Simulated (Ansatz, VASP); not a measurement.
NaCaF3: VASP beside Ansatz

```
Na Ca F
1.0
     4.46648    0.00000    0.00000
     0.00000    4.46648    0.00000
     0.00000    0.00000    4.46648
Na Ca F
1 1 3
Direct
  0.00000 0.00000 0.00000
  0.50000 0.50000 0.50000
  0.50000 0.50000 0.00000
  0.50000 0.00000 0.50000
  0.00000 0.50000 0.50000
```

Alike in both runs: task single point; functional r2SCAN; k mesh 6 × 6 × 6; no spin polarisation.

```csv
,VASP,Ansatz
version,VASP 6.6.1,Ansatz 0.2.0
potentials or method,"VASP PAW PBE potentials, release 64 (Na_sv, Ca_sv, F)","plane waves, PAW"
plane-wave cutoff (eV),970,500
occupations,"gaussian, width 0.01 eV",fixed
valence electrons in the cell,40,40
```

VASP gave:

| Property | Result |
| --- | --- |
| gap on the k mesh at the Fermi level (eV) | 5.75 |

**Question.** What did Ansatz give for the same quantities?

**Answer.** gap on the k mesh at the Fermi level (eV): 5.76.

VASP's potentials were made for PBE, not for r2SCAN.
